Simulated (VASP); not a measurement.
# SrO (I4mm) in VASP: single point with PBE

Aim: the single point of SrO with PBE.

Program: VASP 6.6.1. These are calculated values, not measurements. Logs are shortened: lines on timing, memory, paths and dates and some standing lists are left out, and cuts for length are marked.

**1. The cell of the first run**

The structure is tetragonal, space group I4mm (No. 107). The conventional cell has a = 3.654 Å, b = 3.654 Å, c = 5.168 Å, α = 90.00°, β = 90.00°, γ = 90.00°. Within 2.8 Å of Sr (site symmetry 4mm) lie 5 O at 2.08 to 2.63 Å. Within 2.8 Å of O (site symmetry 4mm) lie 5 Sr at 2.08 to 2.63 Å.

**2. Single point, PBE**

INCAR reads:

```
SYSTEM = SrO
PREC     = Accurate       ! precision mode
ENCUT    = 600            ! plane-wave cutoff, eV
EDIFF    = 1E-6           ! SCF threshold, eV
ISMEAR   = 0              ! smearing method
SIGMA    = 0.1            ! smearing width, eV
LREAL    = .FALSE.        ! projectors in reciprocal space
LASPH    = .TRUE.         ! aspherical terms in the spheres
NELM     = 120            ! most SCF steps
ALGO     = Normal         ! electronic algorithm
ISIF     = 2              ! what is computed and relaxed
LWAVE    = .FALSE.        ! write WAVECAR
LCHARG   = .FALSE.        ! write CHGCAR
GGA      = PE             ! functional
NBANDS   = 15             ! bands
NELECT   = 15.5         
GGA_COMPAT= .FALSE.
```

KPOINTS reads:

```
regular mesh
0
G
  3 3 3
  0 0 0
```

POSCAR reads:

```
SrO
1.0
    0.0000000000      2.5837846888      2.5837846888
    2.5837846888      0.0000000000      2.5837846888
    2.5837846888      2.5837846888      0.0000000000
Sr O
1 1
Direct
    0.5967572883      0.4032427117      0.5967572883
    0.0000000000      0.0000000000      0.0000000000
```

Potentials or basis: VASP PAW PBE potentials, release 64 (Sr_sv, O).

Started as:

```console
cat potpaw_PBE.64/Sr_sv/POTCAR potpaw_PBE.64/O/POTCAR > POTCAR
mpirun -np 1 vasp_std > vasp.out
```

OUTCAR:

```text
SYSTEM = SrO
   PREC = Accurate
   ENCUT = 600
   EDIFF = 1E-6
   ISMEAR = 0
   LREAL = .FALSE.
   LASPH = .TRUE.
   NELM = 120
   ISIF = 2
   GGA = PE
   NELECT = 15.5

 ion  position               nearest neighbor table
   1  0.597  0.403  0.597-   2 2.08   2 2.63   2 2.63   2 2.63   2 2.63   2 3.08
   2  0.000  0.000  0.000-   1 2.08   1 2.63   1 2.63   1 2.63   1 2.63   1 3.08

  LATTYP: Found a face centered cubic cell.
 ALAT       =     5.1675693776

  Lattice vectors:

 A1 = (   0.0000000000,   2.5837846888,   2.5837846888)
 A2 = (   2.5837846888,   0.0000000000,   2.5837846888)
 A3 = (   2.5837846888,   2.5837846888,   0.0000000000)

Analysis of symmetry for initial positions (statically):
=====================================================================
 Subroutine PRICEL returns:
 Original cell was already a primitive cell.

 Routine SETGRP: Setting up the symmetry group for a
 face centered cubic supercell.

 Subroutine GETGRP returns: Found  8 space group operations
 (whereof  8 operations were pure point group operations)
 out of a pool of 48 trial point group operations.

The static configuration has the point symmetry C_4v.

Analysis of symmetry for dynamics (positions and initial velocities):
=====================================================================
 Subroutine PRICEL returns:
 Original cell was already a primitive cell.

 Routine SETGRP: Setting up the symmetry group for a
 face centered cubic supercell.

 Subroutine GETGRP returns: Found  8 space group operations
 (whereof  8 operations were pure point group operations)
 out of a pool of 48 trial point group operations.

The dynamic configuration has the point symmetry C_4v.

 Subroutine INISYM returns: Found  8 space group operations
 (whereof  8 operations are pure point group operations),
 and found     1 'primitive' translations

----------------------------------------------------------------------------------------

                                     Primitive cell

  volume of cell :      34.4984

  direct lattice vectors                    reciprocal lattice vectors
     0.000000000  2.583784689  2.583784689    -0.193514577  0.193514577  0.193514577
     2.583784689  0.000000000  2.583784689     0.193514577 -0.193514577  0.193514577
     2.583784689  2.583784689  0.000000000     0.193514577  0.193514577 -0.193514577

  length of vectors
     3.654023349  3.654023349  3.654023349     0.335177079  0.335177079  0.335177079

  position of ions in fractional coordinates (direct lattice)
     0.596757288  0.403242712  0.596757288
     0.000000000  0.000000000  0.000000000

  ion indices of the primitive-cell ions
   primitive index   ion index
                 1           1
                 2           2

----------------------------------------------------------------------------------------

 KPOINTS: regular mesh

Automatic generation of k-mesh.
 Grid dimensions read from file:
 generate k-points for:    3    3    3

 Generating k-lattice:

  Cartesian coordinates                     Fractional coordinates (reciprocal lattice)
    -0.064504859  0.064504859  0.064504859     0.333333333  0.000000000  0.000000000
     0.064504859 -0.064504859  0.064504859     0.000000000  0.333333333  0.000000000
     0.064504859  0.064504859 -0.064504859     0.000000000  0.000000000  0.333333333

  Length of vectors
     0.111725693  0.111725693  0.111725693

  Shift w.r.t. Gamma in fractional coordinates (k-lattice)
     0.000000000  0.000000000  0.000000000

 Subroutine IBZKPT returns following result:
 ===========================================

 Found      6 irreducible k-points:

 Following reciprocal coordinates:
            Coordinates               Weight
  0.000000  0.000000  0.000000      1.000000
  0.333333  0.000000  0.000000      8.000000
  0.333333  0.333333  0.000000      4.000000
  0.333333  0.000000  0.333333      2.000000
 -0.333333  0.333333  0.000000      8.000000
  0.333333  0.000000 -0.333333      4.000000
   k-points           NKPTS =      6   k-points in BZ     NKDIM =      6   number of bands    NBANDS=     15
   number of dos      NEDOS =    301   number of ions     NIONS =      2
   total plane-waves  NPLWV =  27000
   dimension x,y,z NGX =    30 NGY =   30 NGZ =   30
   dimension x,y,z NGXF=    60 NGYF=   60 NGZF=   60
   ions per type =               1   1
   NGX,Y,Z   is equivalent  to a cutoff of  13.65, 13.65, 13.65 a.u.
   NGXF,Y,Z  is equivalent  to a cutoff of  27.30, 27.30, 27.30 a.u.
 SYSTEM =  SrO
   PREC   = accura    normal or accurate (medium, high low for compatibility)
   ISTART =      0    job   : 0-new  1-cont  2-samecut
   ICHARG =      2    charge: 1-file 2-atom 10-const
   ISPIN  =      1    spin polarized calculation?
   LNONCOLLINEAR =      F non collinear calculations
   LSORBIT =      F    spin-orbit coupling
   LASPH  =      T    aspherical Exc in radial PAW
   ENCUT  =  600.0 eV  44.10 Ry    6.64 a.u.   7.30  7.30  7.30*2*pi/ulx,y,z
   NELM   =    120;   NELMIN=  2; NELMDL= -5     # of ELM steps
   EDIFF  = 0.1E-05   stopping-criterion for ELM
   LREAL  =      F    real-space projection
   EDIFFG = 0.1E-04   stopping-criterion for IOM
   NSW    =      0    number of steps for IOM
   IBRION =     -1    ionic relax: 0-MD 1-quasi-New 2-CG
   NFREE  =      0    steps in history (QN), initial steepest desc. (CG)
   ISIF   =      2    stress and relaxation
   ISYM   =      2    0-nonsym 1-usesym 2-fastsym
   POTIM  = 0.5000    time-step for ionic-motion
   TEBEG  =    0.0;   TEEND  =   0.0 temperature during run
   PSTRESS=    0.0 pullay stress
   NELECT =      15.5000    total number of electrons
   NUPDOWN=      -1.0000    fix difference up-down
   EMIN   =  10.00;   EMAX   =-10.00  energy-range for DOS
   EFERMI =   0.00;   METHOD = LEGACY
   ISMEAR =     0;   SIGMA  =   0.10  broadening in eV -4-tet -1-fermi 0-gaus
   EFERMI_NEDOS =   21; number of points for ismear=-14 and -15
   IALGO  =     38    algorithm
   IMIX   =      4    mixing-type and parameters
     AMIX     =   0.40;   BMIX     =  1.00
     AMIX_MAG =   1.60;   BMIX_MAG =  1.00
  volume/ion in A,a.u.               =      17.25       116.40
  Fermi-wavevector in a.u.,A,eV,Ry     =   1.253870  2.369470 21.390933  1.572189
  Thomas-Fermi vector in A             =   2.387702
   LORBIT       =      0    0 simple, 1 ext, 2 COOP (PROOUT), +10 PAW based schemes
   GGA     = PE    functional components
   LHFCALC =     F    Hartree Fock is set to
   AEXX    =    0.0000 exact exchange contribution
   IVDW    =     0    specifies the selected vdW correction
   LEPSILON=     F    determine dielectric tensor
   LRPA    =     F    only Hartree local field effects (RPA)
 non-spin polarized calculation
 Gauss-broadening in eV      SIGMA  =   0.10
  energy-cutoff  :      600.00
  volume of cell :       34.50
 maximum number of plane-waves:      1150
 NGX is ok and might be reduce to    30
   NGX = 15   NGY = 15   NGZ = 15

 number of electron      15.4999998 magnetization

 Free energy of the ion-electron system (eV)
  ---------------------------------------------------
  ext. energy  EPLUGINS =         0.00000000
  ---------------------------------------------------
  free energy    TOTEN  =       -12.10259766 eV

  energy without entropy =      -12.08439541  energy(sigma->0) =      -12.09349653

 E-fermi :   0.7414     XC(G=0):  -9.5865

 val. band max:        0.7280763840   @ k =   0.3333   0.3333   0.0000
 cond. band min:       0.8515880863   @ k =   0.3333   0.0000  -0.3333
 fundamental gap:      0.1235117023
 Fermi energy:         0.7413578761

 k-point     1 :       0.0000    0.0000    0.0000
  band No.  band energies     occupation
      1     -30.5158      2.00000
      2     -14.8329      2.00000
      3     -12.1186      2.00000
      4     -12.1186      2.00000
      5     -11.8108      2.00000
      6       0.4446      1.99997
      7       0.4446      1.99997
      8       0.4799      1.99978
      9       5.6910      0.00000
     10       8.3000      0.00000
     11       9.0082      0.00000
     12       9.0082      0.00000
     13      10.2732      0.00000
     14      11.5446      0.00000
     15      14.6621      0.00000

 k-point     2 :       0.3333    0.0000    0.0000
  band No.  band energies     occupation
      1     -30.4106      2.00000
      2     -15.5461      2.00000
      3     -12.4123      2.00000
      4     -12.2008      2.00000
      5     -11.1992      2.00000
      6      -0.5989      2.00000
      7       0.0987      2.00000
      8       0.2102      2.00000
      9       7.5713      0.00000
     10       9.0192      0.00000
     11       9.8722      0.00000
     12       9.8898      0.00000
     13      12.2387      0.00000
     14      13.3945      0.00000
     15      17.4483      0.00000

 k-point     3 :       0.3333    0.3333    0.0000
  band No.  band energies     occupation
      1     -30.3824      2.00000
      2     -15.2230      2.00000
      3     -12.8131      2.00000
      4     -12.3659      2.00000
      5     -11.5547      2.00000
      6       0.0716      2.00000
      7       0.0762      2.00000
      8       0.7281      1.14899
      9       6.9641      0.00000
     10       8.3206      0.00000
     11      10.3361      0.00000
     12      11.5704      0.00000
     13      12.0361      0.00000
     14      12.8950      0.00000
     15      18.2793      0.00000

 k-point     4 :       0.3333    0.0000    0.3333
  band No.  band energies     occupation
      1     -30.3706      2.00000
      2     -15.5956      2.00000
      3     -12.4149      2.00000
      4     -12.4149      2.00000
      5     -11.4981      2.00000
      6       0.0300      2.00000
      7       0.7086      1.35707
      8       0.7086      1.35707
      9       5.8887      0.00000
     10       8.0026      0.00000
     11      11.5463      0.00000
     12      11.8718      0.00000
     13      11.8718      0.00000
     14      12.2546      0.00000
     15      18.9925      0.00000

 k-point     5 :      -0.3333    0.3333    0.0000
  band No.  band energies     occupation
      1     -30.3443      2.00000
      2     -15.5219      2.00000
      3     -12.7975      2.00000
      4     -12.4601      2.00000
      5     -11.3164      2.00000
      6      -0.3370      2.00000
      7       0.2477      2.00000
      8       0.4217      1.99999
      9       7.7766      0.00000
     10       9.2828      0.00000
     11      10.1785      0.00000
     12      11.5594      0.00000
     13      12.9832      0.00000
     14      14.3050      0.00000
     15      16.6096      0.00000

 k-point     6 :       0.3333    0.0000   -0.3333
  band No.  band energies     occupation
      1     -30.3386      2.00000
      2     -15.6140      2.00000
      3     -12.8941      2.00000
      4     -12.3521      2.00000
      5     -11.2837      2.00000
      6      -0.0957      2.00000
      7       0.3056      2.00000
      8       0.8516      0.11902
      9       7.0756      0.00000
     10       7.9904      0.00000
     11      11.0209      0.00000
     12      11.4118      0.00000
     13      12.7980      0.00000
     14      14.4491      0.00000
     15      16.6175      0.00000

------------------------ aborting loop because EDIFF is reached ----------------------------------------

  FORCE on cell =-STRESS in cart. coord.  units (eV):
  Direction    XX          YY          ZZ          XY          YZ          ZX
  --------------------------------------------------------------------------------------
  -------------------------------------------------------------------------------------
  Total       -2.1117810      2.3941448     -2.1117810     -0.0000000      0.0000000      0.0000000
  in kB      -98.0754943    111.1890545    -98.0754943     -0.0000000      0.0000000      0.0000000
  external PRESSURE =     -28.3206447 kB  Pullay stress =       0.0000000 kB

 VOLUME and BASIS-vectors are now :
 -----------------------------------------------------------------------------
  energy-cutoff  :      600.00
  volume of cell :       34.50
      direct lattice vectors                 reciprocal lattice vectors
     0.000000000  2.583784689  2.583784689    -0.193514577  0.193514577  0.193514577
     2.583784689  0.000000000  2.583784689     0.193514577 -0.193514577  0.193514577
     2.583784689  2.583784689  0.000000000     0.193514577  0.193514577 -0.193514577

 POSITION                                       TOTAL-FORCE (eV/Angst)
 -----------------------------------------------------------------------------------
      2.58378      3.08378      2.58378         0.000000     -2.845152      0.000000
      0.00000      0.00000      0.00000         0.000000      2.845152      0.000000
 -----------------------------------------------------------------------------------
    total drift:                                0.000000      0.000244      0.000000

  FREE ENERGIE OF THE ION-ELECTRON SYSTEM (eV)
  ---------------------------------------------------
  free  energy   TOTEN  =       -12.1025976607 eV

  energy  without entropy=      -12.0843954052  energy(sigma->0) =      -12.09349653
```

Run time: 7.9 s. Hardware: 1 thread of Intel Xeon 6975P-C (Granite Rapids), shared host; peak memory 0.16 GiB.

What came out:

```yaml
Free_energy: -12.1026 eV
Largest_force: 2.845 eV/Å
```

Forces in eV/Å, atoms in the order of the input:
```
Sr   0.000 -2.845  0.000
O    0.000  2.845  0.000
```

Caveat: the k points lie up to 0.70 Å⁻¹ apart; the cell carries a net charge on a neutralising background, which shifts energy and pressure; the cell is charged against a uniform background, so pressure and absolute levels hang on convention; forces of over 1 eV/Å act on the atoms, so gaps and moduli don't describe the material at rest.
